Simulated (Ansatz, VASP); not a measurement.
RbGeBr2 in VASP and in Ansatz

```
CELL_PARAMETERS angstrom
4.04227 0.00000 0.00000
-2.02114 3.50071 0.00000
0.00000 0.00000 7.92285
ATOMIC_POSITIONS crystal
Rb 0.00000 0.00000 0.00000
Ge 0.00000 0.00000 0.50000
Br 0.33333 0.66667 0.25000
Br 0.33333 0.66667 0.75000
```

Alike in both runs: task single point; functional PBE; k mesh 6 × 6 × 2; occupations gaussian, width 0.1 eV; no spin polarisation.

|  | VASP | Ansatz |
| --- | --- | --- |
| version | VASP 6.6.1 | Ansatz 0.2.0 |
| potentials or method | VASP PAW PBE potentials, release 64 (Rb_sv, Ge_d, Br), cutoff 520 eV | scalar-relativistic, plane waves, PAW |
| valence electrons in the cell | 37 | 37 |

|  | VASP | Ansatz | Ansatz less VASP |
| --- | --- | --- | --- |
| gap on the k mesh at the Fermi level (eV) | none | none | - |
| pressure (GPa) | 6.5 | 6.4 | -0.08 |
| traceless stress, the component that is largest in VASP (GPa) | 3.91 | 3.89 | -0.014 |
| rms of the force components (eV/Å) | 0.320 | 0.314 | -0.0059 |

Atom by atom the forces differ by 0.006 eV/Å (rms over components). A gap of «none» marks a metal or a gap that the smearing closes.

The k mesh is coarse, so the values compare programs but aren't converged.
